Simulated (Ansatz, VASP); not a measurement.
# Two plane-wave programs on YHf2

```xyz
3
Lattice="-1.8894 1.8894 5.3763 1.8894 -1.8894 5.3763 1.8894 1.8894 -5.3763" Properties=species:S:1:pos:R:3 pbc="T T T"
Y     0.0000    0.0000    0.0000
Hf    0.0000    0.0000    7.4087
Hf    0.0000    0.0000    3.3439
```

Alike in both runs: functional PBE; k mesh 6 × 6 × 6; occupations gaussian, width 0.1 eV; no spin polarisation.

Ansatz relaxed the structure, and its values are those at the end. VASP's run is a single point on that final structure, the one shown.

|  | VASP | Ansatz |
| --- | --- | --- |
| version | VASP 6.6.1 | Ansatz 0.2.0 |
| potentials or method | VASP PAW PBE potentials, release 64 (Y_sv, Hf_pv), cutoff 520 eV | scalar-relativistic, plane waves, PAW |
| valence electrons in the cell | 31 | 63 |

|  | VASP | Ansatz | Ansatz less VASP |
| --- | --- | --- | --- |
| gap on the k mesh at the Fermi level (eV) | none | none | - |
| pressure (GPa) | -0.3 | -0.1 | +0.24 |
| rms of the force components (eV/Å) | 0.017 | 0.010 | -0.0068 |

A gap of «none» marks a metal or a gap that the smearing closes. VASP's potentials hold 31 valence electrons a cell and Ansatz's 63, so a difference there can come from the potentials and not from the codes.

The k mesh is coarse, so the values compare programs but aren't converged. Spin-orbit coupling is off throughout.
